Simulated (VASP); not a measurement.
Here is a VASP 6.6.1 calculation.

File INCAR:

```
SYSTEM = Al16O23
PREC     = Accurate       ! precision mode
ENCUT    = 520            ! plane-wave cutoff, eV
EDIFF    = 1E-7           ! SCF threshold, eV
ISMEAR   = 0              ! smearing method
SIGMA    = 0.05           ! smearing width, eV
LREAL    = Auto         
LASPH    = .True.         ! aspherical terms in the spheres
NELM     = 60             ! most SCF steps
ALGO     = Normal         ! electronic algorithm
ISIF     = 2              ! what is computed and relaxed
LWAVE    = .False.        ! write WAVECAR
LCHARG   = .False.        ! write CHGCAR
GGA      = PS             ! functional
NBANDS   = 118            ! bands
NELECT   = 184.0
```

Contents of KPOINTS:

```
regular mesh
0
Gamma
  2 2 2
  0 0 0
```

The input POSCAR:

```
Al16O23
1.0
   -4.7537000000     -2.7445500000      4.3241670000
    4.7537000000     -2.7445500000      4.3241670000
    0.0000000000      5.4891000000      4.3241670000
Al O
16 23
Direct
    0.3582020430      0.3554382036      0.3559036771
    0.1356565953      0.1778141081      0.1578319086
    0.6596298834      0.6411788816      0.6465131587
    0.8546852454      0.8542994463      0.8504694239
    0.8531900103      0.8552906739      0.3496099082
    0.6479305914      0.6495162204      0.1438365918
    0.1465756923      0.1479152074      0.6468873512
    0.3545579387      0.3522440668      0.8512119028
    0.8508986526      0.3488615079      0.8533608150
    0.6502360540      0.1457765240      0.6502399220
    0.1379697792      0.6289306984      0.1511661150
    0.3631621581      0.8479502418      0.3702099954
    0.3654879092      0.8413076522      0.8213169898
    0.1429259593      0.6432272879      0.6437050359
    0.6464466736      0.1486504783      0.1448224918
    0.8414903984      0.3526225912      0.3579368549
    0.5980324056      0.4009387278      0.7503839512
    0.7505459247      0.6007057479      0.3984151589
    0.4095821732      0.7334172480      0.5957941860
    0.3960327495      0.6091755983      0.2403593955
    0.2505700284      0.4005895395      0.5985494222
    0.5962848002      0.2494128727      0.4038292455
    0.1050820031      0.9009913023      0.7521721003
    0.2504916606      0.0909575535      0.3950338573
    0.9030886269      0.2487352955      0.5981833915
    0.9027162881      0.0979858656      0.2477472441
    0.7525176832      0.9013274418      0.5951107132
    0.1050965885      0.7587524676      0.3899654581
    0.0915571396      0.4033380500      0.2657080880
    0.2506538926      0.6040889910      0.9081767655
    0.9107549838      0.7561850746      0.0948137341
    0.9048344649      0.5952876079      0.7497113189
    0.7485888971      0.4040136733      0.0977914284
    0.0985677837      0.2491772742      0.9072356846
    0.5903809995      0.9043123587      0.2429494117
    0.7505688086      0.0963640212      0.9027591532
    0.3960490662      0.2469488074      0.0981233161
    0.4025742802      0.0918903765      0.7499262430
    0.5984148677      0.7513925147      0.9011429906
```

Potentials or basis: VASP PAW PBE potentials, release 64 (Al, O).

Launch:

```console
$ cat potpaw_PBE.64/Al/POTCAR potpaw_PBE.64/O/POTCAR > POTCAR
$ mpirun -np 1 vasp_std > vasp.out
```

Task: Predict the largest force.

Result: 0.018 eV/Å.

Forces in eV/Å, atoms in the order of the input:
```
Al   0.014  0.003  0.001
Al  -0.012  0.005 -0.013
Al   0.007  0.006 -0.016
Al  -0.002 -0.001  0.008
Al   0.003 -0.003  0.000
Al   0.001 -0.006 -0.002
Al   0.001 -0.004  0.000
Al   0.001 -0.008  0.000
Al  -0.001 -0.001  0.006
Al   0.002  0.000 -0.005
Al   0.001 -0.005  0.003
Al   0.006 -0.005 -0.008
Al   0.001  0.014  0.010
Al  -0.010 -0.012  0.002
Al   0.003  0.003 -0.008
Al  -0.009 -0.004  0.015
O   -0.002  0.003  0.000
O    0.002 -0.004  0.002
O   -0.004  0.001 -0.004
O    0.002  0.002  0.000
O   -0.003  0.006 -0.001
O   -0.004  0.007  0.000
O    0.006  0.006 -0.008
O    0.003  0.001  0.001
O   -0.005  0.000  0.000
O   -0.004  0.006 -0.009
O    0.000 -0.004  0.002
O    0.000 -0.001  0.001
O    0.006  0.004  0.005
O    0.000 -0.003 -0.003
O    0.010 -0.003 -0.004
O   -0.003  0.008  0.001
O    0.002 -0.001  0.001
O   -0.001 -0.005 -0.009
O    0.000 -0.011  0.004
O   -0.003  0.006  0.001
O   -0.008 -0.003  0.006
O    0.007  0.000  0.009
O   -0.006  0.003  0.009
```

Caveat: the k points lie up to 0.45 Å⁻¹ apart; the cell carries a net charge on a neutralising background, which shifts energy and pressure; the PAW data sets were made with another functional, which shifts forces and pressure a little.
